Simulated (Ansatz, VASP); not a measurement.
# One calculation of TeW2, two programs

```
Te W
1.0
     0.00000    3.06605    3.06605
     3.06605    0.00000    3.06605
     3.06605    3.06605    0.00000
Te W
1 2
Cartesian
  0.0000 0.0000 0.0000
  1.5330 1.5330 1.5330
  4.5991 4.5991 4.5991
```

Change from the starting cell: volume scaled by 0.94.

Alike in both runs: task single point; functional PBE; k mesh 7 × 7 × 7; occupations fermi-dirac, width 0.05 eV; no spin polarisation.

|  | VASP | Ansatz |
| --- | --- | --- |
| version | VASP 6.6.1 | Ansatz 0.2.0 |
| potentials or method | VASP PAW PBE potentials, release 64 (Te, W_sv), cutoff 520 eV | all-electron LAPW, scalar-relativistic |

|  | VASP | Ansatz | Ansatz less VASP |
| --- | --- | --- | --- |
| gap on the k mesh at the Fermi level (eV) | none | none | - |
| pressure (GPa) | 10.9 | 10.8 | -0.17 |

A gap of «none» marks a metal or a gap that the smearing closes. Ansatz ran all-electron here, and VASP with PAW potentials.

Spin-orbit coupling is off throughout.
